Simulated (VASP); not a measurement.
# SiGe2S (P6/mmm) in VASP: single point with PBE

Aim: the single point of SiGe2S with PBE.

Everything below comes from runs of VASP 6.6.1. Logs are shortened: lines on timing, memory, paths and dates and some standing lists are left out, and cuts for length are marked.

## (1) The cell of the first run

Symmetry: P6/mmm, No. 191, hexagonal system. Conventional cell: a = 4.298 Å, b = 4.298 Å, c = 5.839 Å, α = 90.00°, β = 90.00°, γ = 120.00°. Within 3.3 Å of Si (site symmetry 6/mmm) lie 6 Ge at 2.48 Å and 2 S at 2.92 Å. Within 3.3 Å of Ge (site symmetry -6m2) lie 3 Ge at 2.48 Å and 3 Si at 2.48 Å. S (site symmetry 6/mmm) has 2 Si at 2.92 Å within 3.8 Å.

## (2) Single point, PBE

Input file INCAR:

```
SYSTEM = SiGe2S
PREC = Accurate
ENCUT = 520
EDIFF = 1E-6
ISMEAR = 0
SIGMA = 0.1
LREAL = .False.
LASPH = .True.
NELM = 60
ALGO = Normal
ISIF = 2
LWAVE = .False.
LCHARG = .False.
GGA = PE
NBANDS = 27
```

Input file KPOINTS:

```
Automatic mesh
0
Gamma
  6 6 4
  0 0 0
```

Input file POSCAR:

```
SiGe2S
1.0
    4.2983836000      0.0000000000      0.0000000000
   -2.1491918000      3.7225093900      0.0000000000
    0.0000000000      0.0000000000      5.8392202300
Si Ge S
1 2 1
Direct
    0.0000000000      0.0000000000      0.0000000000
    0.3333333300      0.6666666700      0.0000000000
    0.6666666700      0.3333333300      0.0000000000
    0.0000000000      0.0000000000      0.5000000000
```

Potentials or basis: VASP PAW PBE potentials, release 64 (Si, Ge_d, S).

Command:

```sh
$ cat potpaw_PBE.64/Si/POTCAR potpaw_PBE.64/Ge_d/POTCAR potpaw_PBE.64/S/POTCAR > POTCAR
$ mpirun -np 1 vasp_std > vasp.out
```

OUTCAR:

```text
SYSTEM = SiGe2S
   PREC = Accurate
   ENCUT = 520
   EDIFF = 1E-6
   ISMEAR = 0
   LREAL = .False.
   LASPH = .True.
   NELM = 60
   ISIF = 2
   GGA = PE

 ion  position               nearest neighbor table
   1  0.000  0.000  0.000-   2 2.48   3 2.48   2 2.48   3 2.48   3 2.48   2 2.48   4 2.92   4 2.92

   2  0.333  0.667  0.000-   3 2.48   1 2.48   3 2.48   1 2.48   1 2.48   3 2.48
   3  0.667  0.333  0.000-   2 2.48   1 2.48   2 2.48   1 2.48   1 2.48   2 2.48
   4  0.000  0.000  0.500-   1 2.92   1 2.92

  LATTYP: Found a hexagonal cell.
 ALAT       =     4.2983836000
 C/A-ratio  =     1.3584688509

  Lattice vectors:

 A1 = (   4.2983836000,   0.0000000000,   0.0000000000)
 A2 = (  -2.1491918000,   3.7225093900,   0.0000000000)
 A3 = (   0.0000000000,   0.0000000000,   5.8392202300)

Analysis of symmetry for initial positions (statically):
=====================================================================
 Subroutine PRICEL returns:
 Original cell was already a primitive cell.

 Routine SETGRP: Setting up the symmetry group for a
 hexagonal supercell.

 Subroutine GETGRP returns: Found 24 space group operations
 (whereof 24 operations were pure point group operations)
 out of a pool of 24 trial point group operations.

The static configuration has the point symmetry D_6h.

Analysis of symmetry for dynamics (positions and initial velocities):
=====================================================================
 Subroutine PRICEL returns:
 Original cell was already a primitive cell.

 Routine SETGRP: Setting up the symmetry group for a
 hexagonal supercell.

 Subroutine GETGRP returns: Found 24 space group operations
 (whereof 24 operations were pure point group operations)
 out of a pool of 24 trial point group operations.

The dynamic configuration has the point symmetry D_6h.

 Subroutine INISYM returns: Found 24 space group operations
 (whereof 24 operations are pure point group operations),
 and found     1 'primitive' translations

----------------------------------------------------------------------------------------

                                     Primitive cell

  volume of cell :      93.4320

  direct lattice vectors                    reciprocal lattice vectors
     4.298383600  0.000000000  0.000000000     0.232645593  0.134317996  0.000000000
    -2.149191800  3.722509390  0.000000000     0.000000000  0.268635991  0.000000000
     0.000000000  0.000000000  5.839220230     0.000000000  0.000000000  0.171255743

  length of vectors
     4.298383600  4.298383598  5.839220230     0.268635991  0.268635991  0.171255743

  position of ions in fractional coordinates (direct lattice)
     0.000000000  0.000000000  0.000000000
     0.333333330  0.666666670  0.000000000
     0.666666670  0.333333330  0.000000000
     0.000000000  0.000000000  0.500000000

  ion indices of the primitive-cell ions
   primitive index   ion index
                 1           1
                 2           2
                 3           3
                 4           4

----------------------------------------------------------------------------------------

 KPOINTS: Automatic mesh

Automatic generation of k-mesh.
 Grid dimensions read from file:
 generate k-points for:    6    6    4

 Generating k-lattice:

  Cartesian coordinates                     Fractional coordinates (reciprocal lattice)
     0.038774265  0.022386333  0.000000000     0.166666667  0.000000000  0.000000000
     0.000000000  0.044772665  0.000000000     0.000000000  0.166666667  0.000000000
     0.000000000  0.000000000  0.042813936     0.000000000  0.000000000  0.250000000

  Length of vectors
     0.044772665  0.044772665  0.042813936

  Shift w.r.t. Gamma in fractional coordinates (k-lattice)
     0.000000000  0.000000000  0.000000000

 Subroutine IBZKPT returns following result:
 ===========================================

 Found     21 irreducible k-points:

 Following reciprocal coordinates:
            Coordinates               Weight
  0.000000  0.000000  0.000000      1.000000
  0.166667  0.000000  0.000000      6.000000
  0.333333  0.000000  0.000000      6.000000
  0.500000  0.000000  0.000000      3.000000
  0.166667  0.166667  0.000000      6.000000
  0.333333  0.166667  0.000000     12.000000
[... 13 lines left out ...]
  0.333333  0.166667  0.500000     12.000000
  0.333333  0.333333  0.500000      2.000000
   k-points           NKPTS =     21   k-points in BZ     NKDIM =     21   number of bands    NBANDS=     27
   number of dos      NEDOS =    301   number of ions     NIONS =      4
   total plane-waves  NPLWV =  49152
   dimension x,y,z NGX =    32 NGY =   32 NGZ =   48
   dimension x,y,z NGXF=    64 NGYF=   64 NGZF=   96
   ions per type =               1   2   1
   NGX,Y,Z   is equivalent  to a cutoff of  12.38, 12.38, 13.67 a.u.
   NGXF,Y,Z  is equivalent  to a cutoff of  24.75, 24.75, 27.33 a.u.
 SYSTEM =  SiGe2S
   PREC   = accura    normal or accurate (medium, high low for compatibility)
   ISTART =      0    job   : 0-new  1-cont  2-samecut
   ICHARG =      2    charge: 1-file 2-atom 10-const
   ISPIN  =      1    spin polarized calculation?
   LNONCOLLINEAR =      F non collinear calculations
   LSORBIT =      F    spin-orbit coupling
   LASPH  =      T    aspherical Exc in radial PAW
   ENCUT  =  520.0 eV  38.22 Ry    6.18 a.u.   7.99  7.99 10.86*2*pi/ulx,y,z
   NELM   =     60;   NELMIN=  2; NELMDL= -5     # of ELM steps
   EDIFF  = 0.1E-05   stopping-criterion for ELM
   LREAL  =      F    real-space projection
   EDIFFG = 0.1E-04   stopping-criterion for IOM
   NSW    =      0    number of steps for IOM
   IBRION =     -1    ionic relax: 0-MD 1-quasi-New 2-CG
   NFREE  =      0    steps in history (QN), initial steepest desc. (CG)
   ISIF   =      2    stress and relaxation
   ISYM   =      2    0-nonsym 1-usesym 2-fastsym
   POTIM  = 0.5000    time-step for ionic-motion
   TEBEG  =    0.0;   TEEND  =   0.0 temperature during run
   PSTRESS=    0.0 pullay stress
   NELECT =      38.0000    total number of electrons
   NUPDOWN=      -1.0000    fix difference up-down
   EMIN   =  10.00;   EMAX   =-10.00  energy-range for DOS
   EFERMI =   0.00;   METHOD = LEGACY
   ISMEAR =     0;   SIGMA  =   0.10  broadening in eV -4-tet -1-fermi 0-gaus
   EFERMI_NEDOS =   21; number of points for ismear=-14 and -15
   IALGO  =     38    algorithm
   IMIX   =      4    mixing-type and parameters
     AMIX     =   0.40;   BMIX     =  1.00
     AMIX_MAG =   1.60;   BMIX_MAG =  1.00
  volume/ion in A,a.u.               =      23.36       157.63
  Fermi-wavevector in a.u.,A,eV,Ry     =   1.212935  2.292114 20.017035  1.471211
  Thomas-Fermi vector in A             =   2.348403
   LORBIT       =      0    0 simple, 1 ext, 2 COOP (PROOUT), +10 PAW based schemes
   GGA     = PE    functional components
   LHFCALC =     F    Hartree Fock is set to
   AEXX    =    0.0000 exact exchange contribution
   IVDW    =     0    specifies the selected vdW correction
   LEPSILON=     F    determine dielectric tensor
   LRPA    =     F    only Hartree local field effects (RPA)
 non-spin polarized calculation
 Gauss-broadening in eV      SIGMA  =   0.10
  energy-cutoff  :      520.00
  volume of cell :       93.43
 maximum number of plane-waves:      2538
 NGX is ok and might be reduce to    32
   NGX = 15   NGY = 15   NGZ = 21

 number of electron      38.0000011 magnetization

 Free energy of the ion-electron system (eV)
  ---------------------------------------------------
  ext. energy  EPLUGINS =         0.00000000
  ---------------------------------------------------
  free energy    TOTEN  =       -14.30616912 eV

  energy without entropy =      -14.28917955  energy(sigma->0) =      -14.29767434

 E-fermi :   3.6701     XC(G=0):  -9.2594

 val. band max:        3.6245274890   @ k =   0.0000   0.0000   0.2500
 cond. band min:       3.7232431777   @ k =   0.3333   0.0000   0.2500
 fundamental gap:      0.0987156887
 Fermi energy:         3.6701111104

 k-point     1 :       0.0000    0.0000    0.0000
  band No.  band energies     occupation
      1     -21.5744      2.00000
      2     -21.5198      2.00000
      3     -21.5198      2.00000
      4     -21.4880      2.00000
      5     -21.4880      2.00000
      6     -21.4255      2.00000
[... 19 lines left out ...]
     26      10.5468      0.00000
     27      10.5468      0.00000

 k-point     2 :       0.1667    0.0000    0.0000
  band No.  band energies     occupation
      1     -21.5782      2.00000
      2     -21.5532      2.00000
      3     -21.5448      2.00000
      4     -21.4910      2.00000
      5     -21.4834      2.00000
      6     -21.3992      2.00000
[... 19 lines left out ...]
     26       9.8732      0.00000
     27      11.5932      0.00000

 k-point     3 :       0.3333    0.0000    0.0000
  band No.  band energies     occupation
      1     -21.6081      2.00000
      2     -21.5933      2.00000
      3     -21.5490      2.00000
      4     -21.4966      2.00000
      5     -21.4725      2.00000
      6     -21.3997      2.00000
[... 19 lines left out ...]
     26      10.0368      0.00000
     27      11.5500      0.00000

 k-point     4 :       0.5000    0.0000    0.0000
  band No.  band energies     occupation
      1     -21.6242      2.00000
      2     -21.6084      2.00000
      3     -21.5453      2.00000
      4     -21.4993      2.00000
      5     -21.4654      2.00000
      6     -21.4077      2.00000
[... 19 lines left out ...]
     26       9.0477      0.00000
     27      10.5344      0.00000
[... 426 lines left out ...]
      4     -21.4965      2.00000
      5     -21.4738      2.00000
      6     -21.3978      2.00000
[... 19 lines left out ...]
     26      11.1493      0.00000
     27      11.9025      0.00000

 k-point    20 :       0.3333    0.1667    0.5000
  band No.  band energies     occupation
      1     -21.6432      2.00000
      2     -21.5808      2.00000
      3     -21.5516      2.00000
      4     -21.5020      2.00000
      5     -21.4590      2.00000
      6     -21.4134      2.00000
[... 19 lines left out ...]
     26      11.0212      0.00000
     27      11.0973      0.00000

 k-point    21 :       0.3333    0.3333    0.5000
  band No.  band energies     occupation
      1     -21.6603      2.00000
      2     -21.5627      2.00000
      3     -21.5627      2.00000
      4     -21.5056      2.00000
      5     -21.4362      2.00000
      6     -21.4362      2.00000
[... 19 lines left out ...]
     26      12.6216      0.00000
     27      12.6449      0.00000

------------------------ aborting loop because EDIFF is reached ----------------------------------------

  FORCE on cell =-STRESS in cart. coord.  units (eV):
  Direction    XX          YY          ZZ          XY          YZ          ZX
  --------------------------------------------------------------------------------------
  -------------------------------------------------------------------------------------
  Total        9.8135568      9.8135567     -8.8807591      0.0000000     -0.0000000      0.0000000
  in kB      168.2833672    168.2833669   -152.2877051      0.0000000     -0.0000000      0.0000000
  external PRESSURE =      61.4263430 kB  Pullay stress =       0.0000000 kB

 VOLUME and BASIS-vectors are now :
 -----------------------------------------------------------------------------
  energy-cutoff  :      520.00
  volume of cell :       93.43
      direct lattice vectors                 reciprocal lattice vectors
     4.298383600  0.000000000  0.000000000     0.232645593  0.134317996  0.000000000
    -2.149191800  3.722509390  0.000000000     0.000000000  0.268635991  0.000000000
     0.000000000  0.000000000  5.839220230     0.000000000  0.000000000  0.171255743

 POSITION                                       TOTAL-FORCE (eV/Angst)
 -----------------------------------------------------------------------------------
      0.00000      0.00000      0.00000         0.000000      0.000000      0.000000
     -0.00000      2.48167      0.00000         0.000000      0.000000      0.000000
      2.14919      1.24084      0.00000        -0.000000      0.000000     -0.000000
      0.00000      0.00000      2.91961         0.000000      0.000000      0.000000
 -----------------------------------------------------------------------------------
    total drift:                               -0.000000      0.000000      0.000000

  FREE ENERGIE OF THE ION-ELECTRON SYSTEM (eV)
  ---------------------------------------------------
  free  energy   TOTEN  =       -14.3061691214 eV

  energy  without entropy=      -14.2891795510  energy(sigma->0) =      -14.29767434
```

Run time: 52 s. Hardware: 1 thread of Intel Xeon Platinum 8375C at 2.90GHz (Ice Lake), shared host; peak memory 0.23 GiB.

Results:

| Property | Result |
| --- | --- |
| Free energy | -14.3062 eV |
| Pressure | 6.1 GPa |
| Band gap on the k mesh | zero (band 19 reaches 4.03 eV, above the bottom of band 20 at 3.09 eV) |
